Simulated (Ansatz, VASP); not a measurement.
## Sb in VASP and in Ansatz

INCAR

```
AGGAC = 1.0
AGGAX = 1.0
ALDAC = 0.0
ALDAX = 1.0
ALGO = Normal
EDIFF = 1E-6
ENCUT = 520
GGA = B5
ISIF = 2
ISMEAR = -1
LASPH = T
LCHARG = T
LELF = T
LREAL = F
LVHAR = T
LWAVE = F
NBANDS = 12
NELM = 80
PREC = Accurate
SIGMA = 0.1
```

The input KPOINTS:

```
k-points
0
Gamma
  9 9 9
```

File POSCAR:

```
Sb
1.0
    0.0000000000      3.6273309393      3.6273309393
    3.6273309393      0.0000000000      3.6273309393
    3.6273309393      3.6273309393      0.0000000000
Sb
2
Direct
    0.1250000000      0.1250000000      0.1250000000
    0.8750000000      0.8750000000      0.8750000000
```

Input for Ansatz:

```yaml
crystal:
  lattice:
    - [0.0, 3.6273309393, 3.6273309393]
    - [3.6273309393, 0.0, 3.6273309393]
    - [3.6273309393, 3.6273309393, 0.0]
  atoms:
    - { symbol: Sb, position: [0.125, 0.125, 0.125] }
    - { symbol: Sb, position: [0.875, 0.875, 0.875] }
hamiltonian:
  xc: blyp
  pseudopotentials:
    kind: paw
    azcp:
      Sb: "pseudopotentials/Sb.paw.azcp"
basis:
  ecutwfc: 420
  fft_grid_basis: typed
kpoints:
  mp_grid: { grid: [9, 9, 9], shift: [0, 0, 0] }
magnetization:
  spin_polarized: false
scf:
  occupations: { method: fermi_dirac, width: 0.1 }
  lower_state_search: "off"
output:
  stress: true
  write_density: true
  write_potential: true
  elf: true
  volumetric_format: npy
```

Alike in both runs: task single point; functional BLYP; k mesh 9 × 9 × 9; occupations fermi-dirac, width 0.1 eV; no spin polarisation.

```csv
,VASP,Ansatz
version,VASP 6.6.1,Ansatz 0.2.0
potentials or method,"VASP PAW PBE potentials, release 64 (Sb), cutoff 520 eV","plane waves (420 eV) with PAW, scalar-relativistic"
valence electrons in the cell,10,30
```

Ansatz gave:

```
pressure (GPa) : -1.0
```

**Question.** What did VASP give for the same quantities?

**Answer.** Pressure (GPa): -0.9.

VASP's potentials were made for PBE, not for BLYP. VASP's potentials hold 10 valence electrons a cell and Ansatz's 30, so a difference there can come from the potentials and not from the codes.

Spin-orbit coupling is off throughout.
